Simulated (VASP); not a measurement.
## BaS: single point with PBEsol

BaS, a wire with vacuum:

```
Ba S
1.0
    12.00000    0.00000    0.00000
     0.00000    9.30000    0.00000
     0.00000    0.00000    5.69934
Ba S
2 2
Direct
  0.37533 0.50000 0.00000
  0.62467 0.50000 0.50000
  0.37533 0.50000 0.50000
  0.62467 0.50000 0.00000
```

```yaml
Program: VASP 6.6.1
Task: single point
Functional: PBEsol
Potentials_or_basis: VASP PAW PBE potentials, release 64 (Ba_sv, S)
Cutoff: 520 eV
k_mesh: 1 × 1 × 12
Occupations: gaussian, width 0.05 eV
Spin: collinear spin
Starting_moments: "[0.5, 0.5, 0.5, 0.5] μB"
Dipole_correction: no
Further_INCAR_settings: ALGO = Normal; EDIFF = 1e-07; NBANDS = 28
```

```yaml
Largest_force: 0.288 eV/Å
Band_gap_on_the_k_mesh: 1.66 eV
Net_moment: 0.00 μB per cell
Valence_electrons_inside_the_program's_atomic_spheres: Ba 7.97; S 3.74
```

Forces in eV/Å, atoms in the order of the input:
```
Ba   0.046  0.000  0.000
Ba  -0.046  0.000  0.000
S    0.288  0.000  0.000
S   -0.288  0.000  0.000
```

Levels at points of the mesh, in eV from the valence-band top:
Spin up:
```
           k point  band 12  band 13  band 14  band 15  band 16  band 17  band 18  band 19  band 20  band 21
(0.00, 0.00, 0.00)    -1.10    -1.07    -0.87    -0.13     0.00     1.66     2.45     2.65     2.73     2.82
(0.00, 0.00, 0.50)    -2.21    -1.39    -1.39    -1.33    -1.33     2.57     2.57     3.45     3.45     3.54
```
Spin down:
```
           k point  band 13  band 14  band 15  band 16  band 17  band 18  band 19  band 20
(0.00, 0.00, 0.00)    -1.07    -0.87    -0.13     0.00     1.66     2.45     2.65     2.73
(0.00, 0.00, 0.50)    -1.39    -1.39    -1.33    -1.33     2.57     2.57     3.45     3.45
```

Wall time 6.1 min on 1 thread of Intel(R) Xeon(R) Platinum 8488C (Sapphire Rapids), on a shared host, peak memory 0.87 GiB.

Caveat: the PAW data sets were made with another functional, which shifts forces and pressure a little; spin-orbit coupling is left out, which moves the levels of the heavy elements.
